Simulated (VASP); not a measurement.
# Mg (P6_3/mmc) in VASP: a series of runs

Runs on Mg. Level: LDA. Tasks: single point, relaxation of cell and atoms.

All numbers are computed with VASP 6.6.1; they aren't measurements. Logs are shortened: lines on timing, memory, paths and dates and some standing lists are left out, and cuts for length are marked.

## (1) The cell of the first run

Symmetry: P6_3/mmc, No. 194, hexagonal system. Conventional cell: a = 3.140 Å, b = 3.140 Å, c = 5.054 Å, α = 90.00°, β = 90.00°, γ = 120.00°. Mg (site symmetry -6m2) has 12 Mg at 3.11 to 3.14 Å within 4.1 Å.

## (2) Single point, LDA

INCAR reads:

```
ALGO = Normal ; EDIFF = 1E-7
ENCUT = 520 ; GGA = CA
ISIF = 2 ; ISMEAR = 0
LASPH = True ; LCHARG = True
LELF = True ; LREAL = False
LVHAR = True ; LWAVE = False
NBANDS = 9 ; NELM = 100
PREC = Accurate ; SIGMA = 0.05
```

KPOINTS reads:

```
k-points
0
Gamma
  16 16 8
```

POSCAR reads:

```
Mg
1.0
    3.1396275453      0.0000000000      0.0000000000
   -1.5698137727      2.7189972127      0.0000000000
    0.0000000000      0.0000000000      5.0539324728
Mg
2
Direct
    0.3333333333      0.6666666667      0.7500000000
    0.6666666667      0.3333333333      0.2500000000
```

Potentials or basis: VASP PAW LDA potentials, release 64 (Mg).

Command:

```
$ cat potpaw_LDA.64/Mg/POTCAR > POTCAR
$ mpirun -np 1 vasp_std > vasp.out
```

OUTCAR:

```text
EDIFF = 1E-7
   ENCUT = 520
   GGA = CA
   ISIF = 2
   ISMEAR = 0
   LASPH = True
   LREAL = False
   NELM = 100
   PREC = Accurate

 ion  position               nearest neighbor table
   1  0.333  0.667  0.750-   2 3.11   2 3.11   2 3.11   2 3.11   2 3.11   2 3.11
   2  0.667  0.333  0.250-   1 3.11   1 3.11   1 3.11   1 3.11   1 3.11   1 3.11

  LATTYP: Found a hexagonal cell.
 ALAT       =     3.1396275453
 C/A-ratio  =     1.6097235739

  Lattice vectors:

 A1 = (   3.1396275453,   0.0000000000,   0.0000000000)
 A2 = (  -1.5698137727,   2.7189972127,   0.0000000000)
 A3 = (   0.0000000000,   0.0000000000,   5.0539324728)

Analysis of symmetry for initial positions (statically):
=====================================================================
 Subroutine PRICEL returns:
 Original cell was already a primitive cell.

 Routine SETGRP: Setting up the symmetry group for a
 hexagonal supercell.

 Subroutine GETGRP returns: Found 24 space group operations
 (whereof 12 operations were pure point group operations)
 out of a pool of 24 trial point group operations.

The static configuration has the point symmetry D_3d.
 The point group associated with its full space group is D_6h.

Analysis of symmetry for dynamics (positions and initial velocities):
=====================================================================
 Subroutine PRICEL returns:
 Original cell was already a primitive cell.

 Routine SETGRP: Setting up the symmetry group for a
 hexagonal supercell.

 Subroutine GETGRP returns: Found 24 space group operations
 (whereof 12 operations were pure point group operations)
 out of a pool of 24 trial point group operations.

The dynamic configuration has the point symmetry D_3d.
 The point group associated with its full space group is D_6h.

 Subroutine INISYM returns: Found 24 space group operations
 (whereof 12 operations are pure point group operations),
 and found     1 'primitive' translations

----------------------------------------------------------------------------------------

                                     Primitive cell

  volume of cell :      43.1436

  direct lattice vectors                    reciprocal lattice vectors
     3.139627545  0.000000000  0.000000000     0.318509118  0.183891325  0.000000000
    -1.569813773  2.718997213  0.000000000     0.000000000  0.367782650  0.000000000
     0.000000000  0.000000000  5.053932473     0.000000000  0.000000000  0.197865722

  length of vectors
     3.139627545  3.139627545  5.053932473     0.367782650  0.367782650  0.197865722

  position of ions in fractional coordinates (direct lattice)
     0.333333333  0.666666667  0.750000000
     0.666666667  0.333333333  0.250000000

  ion indices of the primitive-cell ions
   primitive index   ion index
                 1           1
                 2           2

----------------------------------------------------------------------------------------

 KPOINTS: k-points

Automatic generation of k-mesh.
 Grid dimensions read from file:
 generate k-points for:   16   16    8

 Generating k-lattice:

  Cartesian coordinates                     Fractional coordinates (reciprocal lattice)
     0.019906820  0.011493208  0.000000000     0.062500000  0.000000000  0.000000000
     0.000000000  0.022986416  0.000000000     0.000000000  0.062500000  0.000000000
     0.000000000  0.000000000  0.024733215     0.000000000  0.000000000  0.125000000

  Length of vectors
     0.022986416  0.022986416  0.024733215

  Shift w.r.t. Gamma in fractional coordinates (k-lattice)
     0.000000000  0.000000000  0.000000000

 Subroutine IBZKPT returns following result:
 ===========================================

 Found    150 irreducible k-points:

 Following reciprocal coordinates:
            Coordinates               Weight
  0.000000  0.000000  0.000000      1.000000
  0.062500  0.000000  0.000000      6.000000
  0.125000  0.000000  0.000000      6.000000
  0.187500 -0.000000  0.000000      6.000000
  0.250000  0.000000  0.000000      6.000000
  0.312500 -0.000000  0.000000      6.000000
[... 16 lines left out ...]
  0.187500  0.187500  0.000000      6.000000
  0.250000  0.187500  0.000000     12.000000
 [... further k-points ...]
   k-points           NKPTS =    150   k-points in BZ     NKDIM =    150   number of bands    NBANDS=      9
   number of dos      NEDOS =    301   number of ions     NIONS =      2
   total plane-waves  NPLWV =  23040
   dimension x,y,z NGX =    24 NGY =   24 NGZ =   40
   dimension x,y,z NGXF=    48 NGYF=   48 NGZF=   80
   ions per type =               2
   NGX,Y,Z   is equivalent  to a cutoff of  12.71, 12.71, 13.16 a.u.
   NGXF,Y,Z  is equivalent  to a cutoff of  25.42, 25.42, 26.32 a.u.
 SYSTEM =  unknown system
   PREC   = accura    normal or accurate (medium, high low for compatibility)
   ISTART =      0    job   : 0-new  1-cont  2-samecut
   ICHARG =      2    charge: 1-file 2-atom 10-const
   ISPIN  =      1    spin polarized calculation?
   LNONCOLLINEAR =      F non collinear calculations
   LSORBIT =      F    spin-orbit coupling
   LASPH  =      T    aspherical Exc in radial PAW
   ENCUT  =  520.0 eV  38.22 Ry    6.18 a.u.   5.84  5.84  9.40*2*pi/ulx,y,z
   NELM   =    100;   NELMIN=  2; NELMDL= -5     # of ELM steps
   EDIFF  = 0.1E-06   stopping-criterion for ELM
   LREAL  =      F    real-space projection
   EDIFFG = 0.1E-05   stopping-criterion for IOM
   NSW    =      0    number of steps for IOM
   IBRION =     -1    ionic relax: 0-MD 1-quasi-New 2-CG
   NFREE  =      0    steps in history (QN), initial steepest desc. (CG)
   ISIF   =      2    stress and relaxation
   ISYM   =      2    0-nonsym 1-usesym 2-fastsym
   POTIM  = 0.5000    time-step for ionic-motion
   TEBEG  =    0.0;   TEEND  =   0.0 temperature during run
   PSTRESS=    0.0 pullay stress
   NELECT =       4.0000    total number of electrons
   NUPDOWN=      -1.0000    fix difference up-down
   EMIN   =  10.00;   EMAX   =-10.00  energy-range for DOS
   EFERMI =   0.00;   METHOD = LEGACY
   ISMEAR =     0;   SIGMA  =   0.05  broadening in eV -4-tet -1-fermi 0-gaus
   EFERMI_NEDOS =   21; number of points for ismear=-14 and -15
   IALGO  =     38    algorithm
   IMIX   =      4    mixing-type and parameters
     AMIX     =   0.40;   BMIX     =  1.00
     AMIX_MAG =   1.60;   BMIX_MAG =  1.00
  volume/ion in A,a.u.               =      21.57       145.57
  Fermi-wavevector in a.u.,A,eV,Ry     =   0.740951  1.400194  7.469709  0.549008
  Thomas-Fermi vector in A             =   1.835475
   LORBIT       =      0    0 simple, 1 ext, 2 COOP (PROOUT), +10 PAW based schemes
   GGA     = CA    functional components
   LHFCALC =     F    Hartree Fock is set to
   AEXX    =    0.0000 exact exchange contribution
   IVDW    =     0    specifies the selected vdW correction
   LEPSILON=     F    determine dielectric tensor
   LRPA    =     F    only Hartree local field effects (RPA)
 non-spin polarized calculation
 Gauss-broadening in eV      SIGMA  =   0.05
  energy-cutoff  :      520.00
  volume of cell :       43.14
 maximum number of plane-waves:      1182
 NGX is ok and might be reduce to    24
   NGX = 11   NGY = 11   NGZ = 19

 number of electron       4.0000000 magnetization

 Free energy of the ion-electron system (eV)
  ---------------------------------------------------
  ext. energy  EPLUGINS =         0.00000000
  ---------------------------------------------------
  free energy    TOTEN  =        -3.61679738 eV

  energy without entropy =       -3.61560752  energy(sigma->0) =       -3.61620245

 E-fermi :   2.8099     XC(G=0):  -8.8824

 val. band max:        2.8001828822   @ k =   0.4375  -0.0000   0.2500
 cond. band min:       2.8108726559   @ k =   0.3125   0.3125   0.2500
 fundamental gap:      0.0106897737
 Fermi energy:         2.8098702590

 k-point     1 :       0.0000    0.0000    0.0000
  band No.  band energies     occupation
      1      -4.3910      2.00000
      2       1.0930      2.00000
      3       1.6084      2.00000
      4      13.9653      0.00000
      5      13.9653      0.00000
      6      14.1156      0.00000
      7      14.1156      0.00000
      8      15.0271      0.00000
      9      16.6644      0.00000

 k-point     2 :       0.0625    0.0000    0.0000
  band No.  band energies     occupation
      1      -4.3114      2.00000
      2       1.1650      2.00000
      3       1.6855      2.00000
      4      12.3206      0.00000
      5      13.0563      0.00000
      6      13.8936      0.00000
      7      15.1354      0.00000
      8      15.7876      0.00000
      9      17.0971      0.00000

 k-point     3 :       0.1250    0.0000    0.0000
  band No.  band energies     occupation
      1      -4.0729      2.00000
      2       1.3810      2.00000
      3       1.9153      2.00000
      4      10.3570      0.00000
      5      12.2040      0.00000
      6      13.0000      0.00000
      7      15.2311      0.00000
      8      15.7745      0.00000
      9      16.2205      0.00000

 k-point     4 :       0.1875   -0.0000    0.0000
  band No.  band energies     occupation
      1      -3.6770      2.00000
      2       1.7413      2.00000
      3       2.2913      2.00000
      4       8.4594      0.00000
      5      11.4827      0.00000
      6      12.0326      0.00000
      7      13.3451      0.00000
      8      14.6026      0.00000
      9      16.1572      0.00000

 k-point     5 :       0.2500    0.0000    0.0000
  band No.  band energies     occupation
      1      -3.1255      2.00000
      2       2.2462      2.00000
      3       2.7957      1.31123
      4       6.6888      0.00000
      5      10.8934      0.00000
      6      11.0212      0.00000
      7      11.5530      0.00000
      8      13.4112      0.00000
      9      15.4904      0.00000

 k-point     6 :       0.3125   -0.0000    0.0000
  band No.  band energies     occupation
      1      -2.4216      2.00000
      2       2.8962      0.01460
      3       3.3382      0.00000
      4       5.1436      0.00000
      5       9.8874      0.00000
      6       9.9284      0.00000
      7      10.4361      0.00000
      8      12.4767      0.00000
      9      14.9660      0.00000
[... 169 lines left out ...]
 k-point    21 :       0.3750    0.1250    0.0000
  band No.  band energies     occupation
      1      -0.3442      2.00000
      2       2.0286      2.00000
      3       4.8452      0.00000
      4       5.4757      0.00000
      5       6.7766      0.00000
      6       7.1997      0.00000
      7       8.7491      0.00000
      8      11.8885      0.00000
      9      12.9737      0.00000

 k-point    22 :       0.4375    0.1250    0.0000
  band No.  band energies     occupation
      1       0.7732      2.00000
      2       0.7958      2.00000
      3       5.7697      0.00000
      4       6.0262      0.00000
      5       6.1294      0.00000
      6       6.4721      0.00000
      7       8.2903      0.00000
      8      11.8126      0.00000
      9      12.9087      0.00000

 k-point    23 :       0.1875    0.1875    0.0000
  band No.  band energies     occupation
      1      -2.2659      2.00000
      2       3.0408      0.00000
      3       3.5196      0.00000
      4       6.0686      0.00000
      5       6.6316      0.00000
      6      10.8788      0.00000
      7      11.5808      0.00000
      8      11.7569      0.00000
      9      12.7063      0.00000

 k-point    24 :       0.2500    0.1875    0.0000
  band No.  band energies     occupation
      1      -1.4917      2.00000
      2       3.7637      0.00000
      3       3.8550      0.00000
      4       4.9221      0.00000
      5       6.1236      0.00000
      6       9.5402      0.00000
      7      10.5928      0.00000
      8      10.8787      0.00000
      9      12.0657      0.00000

 [... further k-points ...]
[... 5 lines left out ...]
  --------------------------------------------------------------------------------------
  -------------------------------------------------------------------------------------
  Total       -0.0628159     -0.0628159     -0.0718381      0.0000000      0.0000000      0.0000000
  in kB       -2.3327255     -2.3327255     -2.6677732      0.0000000      0.0000000      0.0000000
  external PRESSURE =      -2.4444081 kB  Pullay stress =       0.0000000 kB

 VOLUME and BASIS-vectors are now :
 -----------------------------------------------------------------------------
  energy-cutoff  :      520.00
  volume of cell :       43.14
      direct lattice vectors                 reciprocal lattice vectors
     3.139627545  0.000000000  0.000000000     0.318509118  0.183891325  0.000000000
    -1.569813773  2.718997213  0.000000000     0.000000000  0.367782650  0.000000000
     0.000000000  0.000000000  5.053932473     0.000000000  0.000000000  0.197865722

 POSITION                                       TOTAL-FORCE (eV/Angst)
 -----------------------------------------------------------------------------------
     -0.00000      1.81266      3.79045         0.000000      0.000000      0.000000
      1.56981      0.90633      1.26348        -0.000000     -0.000000      0.000000
 -----------------------------------------------------------------------------------
    total drift:                                0.000000     -0.000000      0.000000

  FREE ENERGIE OF THE ION-ELECTRON SYSTEM (eV)
  ---------------------------------------------------
  free  energy   TOTEN  =        -3.6167973753 eV

  energy  without entropy=       -3.6156075219  energy(sigma->0) =       -3.61620245
```

It took 33 s on 1 thread of AMD EPYC 7R43 (Zen 3), shared host; peak memory 0.14 GiB.

What came out:

- Free energy: -3.6168 eV
- Pressure: -0.2 GPa
- Band gap on the k mesh: zero (band 2 reaches 3.80 eV, above the bottom of band 3 at 1.61 eV)

## (3) Relaxation of cell and atoms, LDA

This run uses another cell than the first one, of 23.26 Å³/atom, 1.078 times its volume.

INCAR reads:

```
PREC     = Accurate       # precision mode
ENCUT    = 600            # plane-wave cutoff, eV
EDIFF    = 1E-6           # SCF threshold, eV
ISMEAR   = 0              # smearing method
SIGMA    = 0.05           # smearing width, eV
LREAL    = F              # projectors in reciprocal space
LASPH    = T              # aspherical terms in the spheres
NELM     = 60             # most SCF steps
ALGO     = Normal         # electronic algorithm
ISIF     = 3              # what is computed and relaxed
LWAVE    = F              # write WAVECAR
LCHARG   = F              # write CHGCAR
IBRION   = 2              # ionic algorithm
NSW      = 80             # ionic steps
EDIFFG   = -0.01          # ionic threshold
```

KPOINTS reads:

```
regular mesh
0
Gamma
  16 16 8
```

POSCAR reads:

```
Mg
1.0
    3.2100000000      0.0000000000      0.0000000000
   -1.6050000000      2.7799415461      0.0000000000
    0.0000000000      0.0000000000      5.2130400000
Mg
2
Direct
    0.3333333333      0.6666666667      0.7500000000
    0.6666666667      0.3333333333      0.2500000000
```

Potentials or basis: VASP PAW LDA potentials, release 64 (Mg).

Command:

```
$ cat potpaw_LDA.64/Mg/POTCAR > POTCAR
$ mpirun -np 1 vasp_std > vasp.out
```

OUTCAR:

```text
PREC = Accurate
   ENCUT = 600
   EDIFF = 1E-6
   ISMEAR = 0
   LREAL = F
   LASPH = T
   NELM = 60
   ISIF = 3
   IBRION = 2
   NSW = 80
   EDIFFG = -0.01

 ion  position               nearest neighbor table
   1  0.333  0.667  0.750-   2 3.20   2 3.20   2 3.20   2 3.20   2 3.20   2 3.20
   2  0.667  0.333  0.250-   1 3.20   1 3.20   1 3.20   1 3.20   1 3.20   1 3.20

  LATTYP: Found a hexagonal cell.
 ALAT       =     3.2100000000
 C/A-ratio  =     1.6240000000

  Lattice vectors:

 A1 = (   3.2100000000,   0.0000000000,   0.0000000000)
 A2 = (  -1.6050000000,   2.7799415461,   0.0000000000)
 A3 = (   0.0000000000,   0.0000000000,   5.2130400000)

Analysis of symmetry for initial positions (statically):
=====================================================================
 Subroutine PRICEL returns:
[... 361 lines left out ...]
  free energy    TOTEN  =        -3.61712443 eV

  energy without entropy =       -3.61591074  energy(sigma->0) =       -3.61651759

 E-fermi :   2.8477     XC(G=0):  -8.9056

 val. band max:        2.8466462687   @ k =   0.3125   0.3125   0.2500
 cond. band min:       2.8580039059   @ k =   0.5000  -0.0000   0.3750
 fundamental gap:      0.0113576372
 Fermi energy:         2.8477367071

 k-point     1 :       0.0000    0.0000    0.0000
  band No.  band energies     occupation
      1      -4.3838      2.00000
      2       1.1239      2.00000
      3       1.6544      2.00000
      4      14.0370      0.00000
      5      14.0370      0.00000
      6      14.2010      0.00000
[... 199 lines left out ...]
 k-point    24 :       0.2500    0.1875    0.0000
  band No.  band energies     occupation
      1      -1.4727      2.00000
      2       3.8038      0.00000
      3       3.8965      0.00000
      4       4.9689      0.00000
      5       6.1851      0.00000
      6       9.6015      0.00000

 [... further k-points ...]
[... 5 lines left out ...]
  --------------------------------------------------------------------------------------
  -------------------------------------------------------------------------------------
  Total        0.0110582      0.0110582      0.0116613      0.0000000      0.0000000      0.0000000
  in kB        0.4135647      0.4135647      0.4361195      0.0000000      0.0000000      0.0000000
  external PRESSURE =       0.4210830 kB  Pullay stress =       0.0000000 kB
[... 17 lines left out ...]
  FREE ENERGIE OF THE ION-ELECTRON SYSTEM (eV)
  ---------------------------------------------------
  free  energy   TOTEN  =        -3.6171244322 eV

  energy  without entropy=       -3.6159107390  energy(sigma->0) =       -3.61651759

 reached required accuracy - stopping structural energy minimisation
```

It took 50 s on 1 thread of Intel Xeon Platinum 8488C (Sapphire Rapids), shared host; peak memory 0.2 GiB.

Results:

```yaml
Free_energy: -3.6171 eV
Relaxed_volume: 21.42 Å³/atom
Relaxed_cell: a = 3.133 Å, b = 3.133 Å, c = 5.040 Å, α = 90.00°, β = 90.00°, γ = 120.00°
Space_group_after_relaxing_to_0.05_Å: P6_3/mmc (No. 194)
Energy_gained_by_relaxing: 17.4 meV/atom
Ionic_steps: 6
Pressure_after_relaxing: 0.0 GPa
Band_gap_on_the_k_mesh: zero (band 2 reaches 3.84 eV, above the bottom of band 3 at 1.65 eV)
```

Step by step:
| step | energy change (eV) | largest force (eV/Å) | pressure (GPa) | volume (Å³) |
| --- | --- | --- | --- | --- |
| 1 | 0.0000 | 0.0000 | -2.83 | 46.52 |
| 2 | -0.0321 | 0.0000 | -0.84 | 43.81 |
| 3 | -0.0346 | 0.0000 | -0.02 | 42.91 |
| 4 | -0.0346 | 0.0000 | 0.04 | 42.84 |
| 5 | -0.0347 | 0.0000 | 0.04 | 42.84 |
| 6 | -0.0348 | 0.0000 | 0.04 | 42.84 |

Final structure:
```cif
data_structure
_symmetry_space_group_name_H-M 'P 1'
_symmetry_Int_Tables_number 1
_cell_length_a 3.1330
_cell_length_b 3.1330
_cell_length_c 5.0397
_cell_angle_alpha 90.000
_cell_angle_beta 90.000
_cell_angle_gamma 120.000
_cell_volume 42.84
loop_
_atom_site_label
_atom_site_type_symbol
_atom_site_fract_x
_atom_site_fract_y
_atom_site_fract_z
_atom_site_occupancy
Mg1 Mg 0.33333 0.66667 0.75000 1
Mg2 Mg 0.66667 0.33333 0.25000 1
```

Levels at points of the mesh, in eV from the Fermi level:
| k point | band 1 | band 2 | band 3 | band 4 | band 5 | band 6 |
| --- | --- | --- | --- | --- | --- | --- |
| (0.00, 0.00, 0.00) | -7.23 | -1.72 | -1.19 | 11.19 | 11.19 | 11.35 |
| (0.50, 0.00, 0.00) | -2.27 | -2.25 | 2.76 | 3.10 | 3.49 | 3.87 |
| (0.00, 0.00, 0.50) | -5.76 | -5.76 | 5.36 | 5.36 | 11.95 | 11.95 |
| (0.50, 0.00, 0.50) | -1.17 | -1.17 | -0.47 | -0.47 | 8.27 | 8.27 |
